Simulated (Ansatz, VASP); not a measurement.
**Two plane-wave programs on Al2O3**

```xyz
5
Lattice="2.8196 0.0000 0.0000 -1.4098 2.4419 0.0000 0.0000 0.0000 8.4117" Properties=species:S:1:pos:R:3 pbc="T T T"
Al    0.0000    0.0000    2.3157
Al    0.0000    0.0000    6.0960
O     0.0000    1.6279    1.6431
O     1.4098    0.8140    6.7686
O     0.0000    0.0000    4.2058
```

Alike in both runs: task single point; functional PBE; dispersion D3(BJ); k mesh 12 × 12 × 4; occupations gaussian, width 0.05 eV; no spin polarisation.

|  | VASP | Ansatz |
| --- | --- | --- |
| version | VASP 6.6.1 | Ansatz 0.2.0 |
| potentials or method | VASP PAW PBE potentials, release 64 (Al, O), cutoff 520 eV | scalar-relativistic, plane waves, PAW |
| valence electrons in the cell | 24 | 24 |

```csv
,VASP,Ansatz,Ansatz less VASP
gap on the k mesh at the Fermi level (eV),0.24,0.23,-0.008
least direct gap on the mesh (eV),0.24,0.23,-0.008
pressure (GPa),3.3,3.3,-0.01
"traceless stress, the component that is largest in VASP (GPa)",-48.71,-48.54,+0.170
rms of the force components (eV/Å),1.620,1.632,+0.0123
```

Atom by atom the forces differ by 0.014 eV/Å (rms over components).
